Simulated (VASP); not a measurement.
# GaGe3 (Pm-3m) in VASP: further runs

The runs below take GaGe3 through relaxation of cell and atoms, with PBEsol.

Program: VASP 6.6.1. These are calculated values, not measurements. Logs are shortened: lines on timing, memory, paths and dates and some standing lists are left out, and cuts for length are marked.

## Step 1: The cell of the first run

It takes space group Pm-3m (No. 221, cubic). Conventional cell: a = 4.278 Å, b = 4.278 Å, c = 4.278 Å, α = 90.00°, β = 90.00°, γ = 90.00°. Within 4.0 Å of Ge (site symmetry 4/mmm) lie 8 Ge at 3.03 Å and 4 Ga at 3.03 Å. Within 4.0 Å of Ga (site symmetry m-3m) lie 12 Ge at 3.03 Å.

## Step 2: Relaxation of cell and atoms, PBEsol, target pressure 20 GPa, at which the enthalpy is minimised

Input file INCAR:

```
SYSTEM = GaGe3
ALGO = Normal
EDIFF = 1E-7
EDIFFG = -0.01
ENCUT = 600
GGA = PS
IBRION = 2
ISIF = 3
ISMEAR = -1
LASPH = .TRUE.
LCHARG = .FALSE.
LREAL = .FALSE.
LWAVE = .FALSE.
NELM = 80
NSW = 60
PREC = Accurate
PSTRESS = 200.0
SIGMA = 0.05
```

Input file KPOINTS:

```
k-points
0
G
  6 6 6
  0 0 0
```

Input file POSCAR:

```
GaGe3
1.0
    4.2784660000      0.0000000000      0.0000000000
    0.0000000000      4.2784660000      0.0000000000
    0.0000000000      0.0000000000      4.2784660000
Ge Ga
3 1
Direct
    0.5000000000      0.5000000000      0.0000000000
    0.5000000000      0.0000000000      0.5000000000
    0.0000000000      0.5000000000      0.5000000000
    0.0000000000      0.0000000000      0.0000000000
```

Potentials or basis: VASP PAW PBE potentials, release 64 (Ge_d, Ga_d).

Command:

```console
cat potpaw_PBE.64/Ge_d/POTCAR potpaw_PBE.64/Ga_d/POTCAR > POTCAR
mpirun -np 1 vasp_std > vasp.out
```

OUTCAR:

```text
SYSTEM = GaGe3
   EDIFF = 1E-7
   EDIFFG = -0.01
   ENCUT = 600
   GGA = PS
   IBRION = 2
   ISIF = 3
   ISMEAR = -1
   LASPH = .TRUE.
   LREAL = .FALSE.
   NELM = 80
   NSW = 60
   PREC = Accurate
   PSTRESS = 200.0

 ion  position               nearest neighbor table
   1  0.500  0.500  0.000-
   2  0.500  0.000  0.500-
   3  0.000  0.500  0.500-
   4  0.000  0.000  0.000-

  LATTYP: Found a simple cubic cell.
 ALAT       =     4.2784660000

  Lattice vectors:

 A1 = (   4.2784660000,   0.0000000000,   0.0000000000)
 A2 = (   0.0000000000,   4.2784660000,   0.0000000000)
 A3 = (   0.0000000000,   0.0000000000,   4.2784660000)

Analysis of symmetry for initial positions (statically):
=====================================================================
 Subroutine PRICEL returns:
 Original cell was already a primitive cell.

 Routine SETGRP: Setting up the symmetry group for a
 simple cubic supercell.

 Subroutine GETGRP returns: Found 48 space group operations
 (whereof 48 operations were pure point group operations)
 out of a pool of 48 trial point group operations.

The static configuration has the point symmetry O_h .

Analysis of symmetry for dynamics (positions and initial velocities):
=====================================================================
 Subroutine PRICEL returns:
 Original cell was already a primitive cell.

 Routine SETGRP: Setting up the symmetry group for a
 simple cubic supercell.

 Subroutine GETGRP returns: Found 48 space group operations
 (whereof 48 operations were pure point group operations)
 out of a pool of 48 trial point group operations.

The dynamic configuration has the point symmetry O_h .

 Subroutine INISYM returns: Found 48 space group operations
 (whereof 48 operations are pure point group operations),
 and found     1 'primitive' translations

----------------------------------------------------------------------------------------

                                     Primitive cell

  volume of cell :      78.3185

  direct lattice vectors                    reciprocal lattice vectors
     4.278466000  0.000000000  0.000000000     0.233728631  0.000000000  0.000000000
     0.000000000  4.278466000  0.000000000     0.000000000  0.233728631  0.000000000
     0.000000000  0.000000000  4.278466000     0.000000000  0.000000000  0.233728631

  length of vectors
     4.278466000  4.278466000  4.278466000     0.233728631  0.233728631  0.233728631

  position of ions in fractional coordinates (direct lattice)
     0.500000000  0.500000000  0.000000000
     0.500000000  0.000000000  0.500000000
     0.000000000  0.500000000  0.500000000
     0.000000000  0.000000000  0.000000000

  ion indices of the primitive-cell ions
   primitive index   ion index
                 1           1
                 2           2
                 3           3
                 4           4

----------------------------------------------------------------------------------------

 KPOINTS: k-points

Automatic generation of k-mesh.
 Grid dimensions read from file:
 generate k-points for:    6    6    6

 Generating k-lattice:

  Cartesian coordinates                     Fractional coordinates (reciprocal lattice)
     0.038954772  0.000000000  0.000000000     0.166666667  0.000000000  0.000000000
     0.000000000  0.038954772  0.000000000     0.000000000  0.166666667  0.000000000
     0.000000000  0.000000000  0.038954772     0.000000000  0.000000000  0.166666667

  Length of vectors
     0.038954772  0.038954772  0.038954772

  Shift w.r.t. Gamma in fractional coordinates (k-lattice)
     0.000000000  0.000000000  0.000000000

 Subroutine IBZKPT returns following result:
 ===========================================

 Found     20 irreducible k-points:

 Following reciprocal coordinates:
            Coordinates               Weight
  0.000000  0.000000  0.000000      1.000000
  0.166667  0.000000  0.000000      6.000000
  0.333333  0.000000  0.000000      6.000000
  0.500000  0.000000  0.000000      3.000000
  0.166667  0.166667  0.000000     12.000000
  0.333333  0.166667  0.000000     24.000000
[... 12 lines left out ...]
  0.500000  0.500000  0.333333      6.000000
  0.500000  0.500000  0.500000      1.000000
   k-points           NKPTS =     20   k-points in BZ     NKDIM =     20   number of bands    NBANDS=     33
   number of dos      NEDOS =    301   number of ions     NIONS =      4
   total plane-waves  NPLWV =  46656
   dimension x,y,z NGX =    36 NGY =   36 NGZ =   36
   dimension x,y,z NGXF=    72 NGYF=   72 NGZF=   72
   ions per type =               3   1
   NGX,Y,Z   is equivalent  to a cutoff of  13.99, 13.99, 13.99 a.u.
   NGXF,Y,Z  is equivalent  to a cutoff of  27.98, 27.98, 27.98 a.u.
 SYSTEM =  GaGe3
   PREC   = accura    normal or accurate (medium, high low for compatibility)
   ISTART =      0    job   : 0-new  1-cont  2-samecut
   ICHARG =      2    charge: 1-file 2-atom 10-const
   ISPIN  =      1    spin polarized calculation?
   LNONCOLLINEAR =      F non collinear calculations
   LSORBIT =      F    spin-orbit coupling
   LASPH  =      T    aspherical Exc in radial PAW
   ENCUT  =  600.0 eV  44.10 Ry    6.64 a.u.   8.55  8.55  8.55*2*pi/ulx,y,z
   NELM   =     80;   NELMIN=  2; NELMDL= -5     # of ELM steps
   EDIFF  = 0.1E-06   stopping-criterion for ELM
   LREAL  =      F    real-space projection
   EDIFFG = -.1E-01   stopping-criterion for IOM
   NSW    =     60    number of steps for IOM
   IBRION =      2    ionic relax: 0-MD 1-quasi-New 2-CG
   NFREE  =      1    steps in history (QN), initial steepest desc. (CG)
   ISIF   =      3    stress and relaxation
   ISYM   =      2    0-nonsym 1-usesym 2-fastsym
   POTIM  = 0.5000    time-step for ionic-motion
   TEBEG  =    0.0;   TEEND  =   0.0 temperature during run
   PSTRESS=  200.0 pullay stress
   NELECT =      55.0000    total number of electrons
   NUPDOWN=      -1.0000    fix difference up-down
   EMIN   =  10.00;   EMAX   =-10.00  energy-range for DOS
   EFERMI =   0.00;   METHOD = LEGACY
   ISMEAR =    -1;   SIGMA  =   0.05  broadening in eV -4-tet -1-fermi 0-gaus
   EFERMI_NEDOS =   21; number of points for ismear=-14 and -15
   IALGO  =     38    algorithm
   IMIX   =      4    mixing-type and parameters
     AMIX     =   0.40;   BMIX     =  1.00
     AMIX_MAG =   1.60;   BMIX_MAG =  1.00
  volume/ion in A,a.u.               =      19.58       132.13
  Fermi-wavevector in a.u.,A,eV,Ry     =   1.455150  2.749834 28.809797  2.117460
  Thomas-Fermi vector in A             =   2.572218
   LORBIT       =      0    0 simple, 1 ext, 2 COOP (PROOUT), +10 PAW based schemes
   GGA     = PS    functional components
   LHFCALC =     F    Hartree Fock is set to
   AEXX    =    0.0000 exact exchange contribution
   IVDW    =     0    specifies the selected vdW correction
   LEPSILON=     F    determine dielectric tensor
   LRPA    =     F    only Hartree local field effects (RPA)
 conjugate gradient relaxation of ions
 non-spin polarized calculation
  energy-cutoff  :      600.00
  volume of cell :       78.32
 maximum number of plane-waves:      2632
 NGX is ok and might be reduce to    36
   NGX = 17   NGY = 17   NGZ = 17

--------------------------------------- Ionic step        1  -------------------------------------------

 number of electron      54.9999959 magnetization

 Free energy of the ion-electron system (eV)
  ---------------------------------------------------
  ext. energy  EPLUGINS =         0.00000000
  ---------------------------------------------------
  free energy    TOTEN  =       -17.20767099 eV

  energy without entropy =      -17.18509479  energy(sigma->0) =      -17.19638289

------------------------ aborting loop because EDIFF is reached ----------------------------------------

  FORCE on cell =-STRESS in cart. coord.  units (eV):
  Direction    XX          YY          ZZ          XY          YZ          ZX
  --------------------------------------------------------------------------------------
  -------------------------------------------------------------------------------------
  Total       -1.6474160     -1.6474160     -1.6474160      0.0000000     -0.0000000      0.0000000
  in kB      -33.7015297    -33.7015297    -33.7015297      0.0000000     -0.0000000      0.0000000
  external PRESSURE =    -233.7015297 kB  Pullay stress =     200.0000000 kB

 VOLUME and BASIS-vectors are now :
 -----------------------------------------------------------------------------
  energy-cutoff  :      600.00
  volume of cell :       78.32
      direct lattice vectors                 reciprocal lattice vectors
     4.278466000  0.000000000  0.000000000     0.233728631  0.000000000  0.000000000
     0.000000000  4.278466000  0.000000000     0.000000000  0.233728631  0.000000000
     0.000000000  0.000000000  4.278466000     0.000000000  0.000000000  0.233728631

 POSITION                                       TOTAL-FORCE (eV/Angst)
 -----------------------------------------------------------------------------------
      2.13923      2.13923      0.00000         0.000000      0.000000      0.000000
      2.13923      0.00000      2.13923         0.000000      0.000000      0.000000
      0.00000      2.13923      2.13923         0.000000      0.000000      0.000000
      0.00000      0.00000      0.00000         0.000000      0.000000      0.000000
 -----------------------------------------------------------------------------------
    total drift:                                0.000000      0.000000      0.000000

  FREE ENERGIE OF THE ION-ELECTRON SYSTEM (eV)
  ---------------------------------------------------
  free  energy   TOTEN  =       -17.2076709947 eV

  energy  without entropy=      -17.1850947867  energy(sigma->0) =      -17.19638289

  enthalpy is  TOTEN    =        -7.4311650528 eV   P V=        9.7765059420

--------------------------------------- Ionic step        2  -------------------------------------------

 number of electron      55.0000033 magnetization

 E-fermi :  11.5407     XC(G=0): -13.5870

 val. band max:       11.4175817252   @ k =   0.5000   0.5000   0.0000
 cond. band min:      11.5809684839   @ k =   0.3333   0.1667   0.1667
 fundamental gap:      0.1633867587
 Fermi energy:        11.5407085460

 k-point     1 :       0.0000    0.0000    0.0000
  band No.  band energies     occupation
      1     -13.7075      2.00000
      2     -13.7075      2.00000
      3     -13.7075      2.00000
      4     -13.7071      2.00000
      5     -13.5625      2.00000
      6     -13.5625      2.00000
[... 25 lines left out ...]
     32      16.1332      0.00000
     33      16.1332      0.00000
[... 864 lines left out ...]
 POSITION                                       TOTAL-FORCE (eV/Angst)
 -----------------------------------------------------------------------------------
      1.97048      1.97048      3.94096        -0.000000     -0.000000      0.000000
      1.97048      3.94096      1.97048         0.000000     -0.000000      0.000000
      3.94096      1.97048      1.97048         0.000000     -0.000000      0.000000
     -0.00000     -0.00000      3.94096         0.000000      0.000000      0.000000
 -----------------------------------------------------------------------------------
    total drift:                                0.000000      0.000000      0.000000

  FREE ENERGIE OF THE ION-ELECTRON SYSTEM (eV)
  ---------------------------------------------------
  free  energy   TOTEN  =       -16.6199043382 eV

  energy  without entropy=      -16.6002032088  energy(sigma->0) =      -16.61005377

  enthalpy is  TOTEN    =        -8.9793672029 eV   P V=        7.6405371352

--------------------------------------- Ionic step        7  -------------------------------------------

 number of electron      55.0000010 magnetization

 Free energy of the ion-electron system (eV)
  ---------------------------------------------------
  ext. energy  EPLUGINS =         0.00000000
  ---------------------------------------------------
  free energy    TOTEN  =       -16.59181235 eV

  energy without entropy =      -16.57222145  energy(sigma->0) =      -16.58201690

 E-fermi :   8.8268     XC(G=0): -12.4814

 val. band max:        8.8209066999   @ k =   0.1667   0.1667   0.1667
 cond. band min:       8.8762151648   @ k =   0.5000   0.5000   0.0000
 fundamental gap:      0.0553084649
 Fermi energy:         8.8267855635

 k-point     1 :       0.0000    0.0000    0.0000
  band No.  band energies     occupation
      1     -16.0647      2.00000
      2     -16.0647      2.00000
      3     -16.0647      2.00000
      4     -16.0533      2.00000
      5     -15.9774      2.00000
      6     -15.9774      2.00000
[... 25 lines left out ...]
     32      12.9424      0.00000
     33      12.9424      0.00000
[... 695 lines left out ...]
 VOLUME and BASIS-vectors are now :
 -----------------------------------------------------------------------------
  energy-cutoff  :      600.00
  volume of cell :       60.98
      direct lattice vectors                 reciprocal lattice vectors
     3.936049453 -0.000000000  0.000000000     0.254061849  0.000000000  0.000000000
    -0.000000000  3.936049453 -0.000000000     0.000000000  0.254061849  0.000000000
    -0.000000000 -0.000000000  3.936049453    -0.000000000  0.000000000  0.254061849

 POSITION                                       TOTAL-FORCE (eV/Angst)
 -----------------------------------------------------------------------------------
      1.96802      1.96802      0.00000         0.000000      0.000000      0.000000
      1.96802     -0.00000      1.96802         0.000000     -0.000000      0.000000
     -0.00000      1.96802      1.96802        -0.000000     -0.000000      0.000000
      0.00000      0.00000     -0.00000         0.000000      0.000000      0.000000
 -----------------------------------------------------------------------------------
    total drift:                                0.000000      0.000000      0.000000

  FREE ENERGIE OF THE ION-ELECTRON SYSTEM (eV)
  ---------------------------------------------------
  free  energy   TOTEN  =       -16.5918123503 eV

  energy  without entropy=      -16.5722214459  energy(sigma->0) =      -16.58201690

  enthalpy is  TOTEN    =        -8.9797725172 eV   P V=        7.6120398331

 reached required accuracy - stopping structural energy minimisation
```

Wall time 3.5 min (1 thread of AMD EPYC 9R14 (Zen 4), shared host); peak memory 0.22 GiB.

Results:

| Quantity | Value |
| --- | --- |
| Free energy | -16.5918 eV |
| Relaxed volume | 15.24 Å³/atom |
| Relaxed cell | a = 3.936 Å, b = 3.936 Å, c = 3.936 Å, α = 90.00°, β = 90.00°, γ = 90.00° |
| Space group after relaxing (to 0.1 Å) | Pm-3m (No. 221) |
| Energy change on relaxing (the run minimises the enthalpy) | +154.0 meV/atom |
| Ionic steps | 7 |
| Pressure after relaxing | 20.0 GPa |
| Band gap on the k mesh | zero (an odd number of electrons rules out a gap without spin polarisation) |

Step by step:
| step | energy change (eV) | largest force (eV/Å) | pressure (GPa) | volume (Å³) |
| --- | --- | --- | --- | --- |
| 1 | 0.0000 | 0.0000 | -3.37 | 78.32 |
| 2 | 3.2208 | 0.0000 | 63.98 | 50.20 |
| 3 | 0.5571 | 0.0000 | 18.78 | 61.46 |
| 4 | 0.6044 | 0.0000 | 19.77 | 61.07 |
| 5 | 0.6442 | 0.0000 | 20.59 | 60.76 |
| 6 | 0.5878 | 0.0000 | 19.44 | 61.21 |
| 7 | 0.6159 | 0.0000 | 20.01 | 60.98 |

Final structure:
```xyz
4
Lattice="3.9360 0.0000 0.0000 0.0000 3.9360 0.0000 0.0000 0.0000 3.9360" Properties=species:S:1:pos:R:3 pbc="T T T"
Ge    1.9680    1.9680    0.0000
Ge    1.9680    0.0000    1.9680
Ge    0.0000    1.9680    1.9680
Ga    0.0000    0.0000    0.0000
```

Levels at points of the mesh, in eV from the Fermi level:
```tsv
k point	band 25	band 26	band 27	band 28	band 29	band 30	band 31	band 32
(0.00, 0.00, 0.00)	-5.00	-5.00	-3.24	3.13	3.13	3.13	4.12	4.12
(0.50, 0.00, 0.00)	-2.62	-2.60	-2.00	-2.00	-0.47	-0.32	5.76	5.76
(0.50, 0.50, 0.00)	-0.35	-0.24	0.05	0.05	0.19	0.19	1.29	1.38
(0.50, 0.50, 0.50)	-6.44	-6.44	-6.44	-5.79	8.53	8.53	8.64	8.64
```

Caveat: the cell is relaxed towards a set pressure, so the run minimises the enthalpy, not the energy; the volume moved by over 15 % at a fixed basis, so the end points are rough; the PAW data sets were made with another functional, which shifts forces and pressure a little; an odd number of electrons without spin polarisation forces a metal; a magnetic or distorted state may lie lower.

## Step 3: Relaxation of cell and atoms, PBEsol, target pressure 30 GPa, at which the enthalpy is minimised

Input file INCAR:

```
PREC     = Accurate       # precision mode
ENCUT    = 600            # plane-wave cutoff, eV
EDIFF    = 1E-6           # SCF threshold, eV
ISMEAR   = -1             # smearing method
SIGMA    = 0.05           # smearing width, eV
LREAL    = F              # projectors in reciprocal space
LASPH    = T              # aspherical terms in the spheres
NELM     = 60             # most SCF steps
ALGO     = Normal         # electronic algorithm
ISIF     = 3              # what is computed and relaxed
LWAVE    = F              # write WAVECAR
LCHARG   = F              # write CHGCAR
GGA      = PS             # functional
IBRION   = 2              # ionic algorithm
NSW      = 60             # ionic steps
EDIFFG   = -0.01          # ionic threshold
PSTRESS  = 300.0
```

Input file KPOINTS:

```
Automatic mesh
0
Gamma
  6 6 6
```

POSCAR is that of step 2.

Potentials or basis: VASP PAW PBE potentials, release 64 (Ge_d, Ga_d).

Command:

```console
cat potpaw_PBE.64/Ge_d/POTCAR potpaw_PBE.64/Ga_d/POTCAR > POTCAR
mpirun -np 1 vasp_std > vasp.out
```

Run time: 4.2 min. Hardware: 1 thread of AMD EPYC 9R14 (Zen 4), shared host; peak memory 0.22 GiB.

Results (log left out):

* Free energy: -16.0540 eV
* Relaxed volume: 14.38 Å³/atom
* Relaxed cell: a = 3.860 Å, b = 3.860 Å, c = 3.860 Å, α = 90.00°, β = 90.00°, γ = 90.00°
* Space group after relaxing (to 0.1 Å): Pm-3m (No. 221)
* Energy change on relaxing (the run minimises the enthalpy): +288.4 meV/atom
* Ionic steps: 9
* Pressure after relaxing: 30.1 GPa
* Band gap on the k mesh: zero (an odd number of electrons rules out a gap without spin polarisation)

Step by step:
| step | energy change (eV) | largest force (eV/Å) | pressure (GPa) | volume (Å³) |
| --- | --- | --- | --- | --- |
| 1 | 0.0000 | 0.0000 | -3.41 | 78.32 |
| 2 | 9.5666 | 0.0000 | 160.91 | 40.56 |
| 3 | 0.8862 | 0.0000 | 25.04 | 59.06 |
| 4 | 1.0686 | 0.0000 | 28.65 | 57.98 |
| 5 | 1.1392 | 0.0000 | 29.54 | 57.59 |
| 6 | 1.2102 | 0.0000 | 30.86 | 57.22 |
| 7 | 1.1020 | 0.0000 | 29.30 | 57.79 |
| 8 | 1.1382 | 0.0000 | 29.76 | 57.60 |
| 9 | 1.1536 | 0.0000 | 30.09 | 57.51 |

Final structure:
```
Ge Ga
1.0
     3.86002    0.00000    0.00000
     0.00000    3.86002    0.00000
     0.00000    0.00000    3.86002
Ge Ga
3 1
Direct
  0.50000 0.50000 0.00000
  0.50000 0.00000 0.50000
  0.00000 0.50000 0.50000
  0.00000 0.00000 0.00000
```

Levels at points of the mesh, in eV from the Fermi level:
```csv
k point,band 24,band 25,band 26,band 27,band 28,band 29,band 30,band 31,band 32,band 33
"(0.00, 0.00, 0.00)",-5.29,-5.08,-5.08,-3.20,3.29,3.29,3.29,4.29,4.29,4.29
"(0.50, 0.00, 0.00)",-2.78,-2.78,-2.36,-2.15,-2.15,-0.55,-0.43,6.08,6.08,6.93
"(0.50, 0.50, 0.00)",-8.98,-0.30,-0.20,0.03,0.03,0.33,0.33,1.36,1.48,8.25
"(0.50, 0.50, 0.50)",-7.41,-6.82,-6.82,-6.82,-5.90,9.07,9.07,9.19,9.19,9.19
```

Caveat: the cell is relaxed towards a set pressure, so the run minimises the enthalpy, not the energy; the volume moved by over 15 % at a fixed basis, so the end points are rough; the PAW data sets were made with another functional, which shifts forces and pressure a little; an odd number of electrons without spin polarisation forces a metal; a magnetic or distorted state may lie lower.

The gap in the log of VASP goes by the Fermi energy; the results here count the filled bands.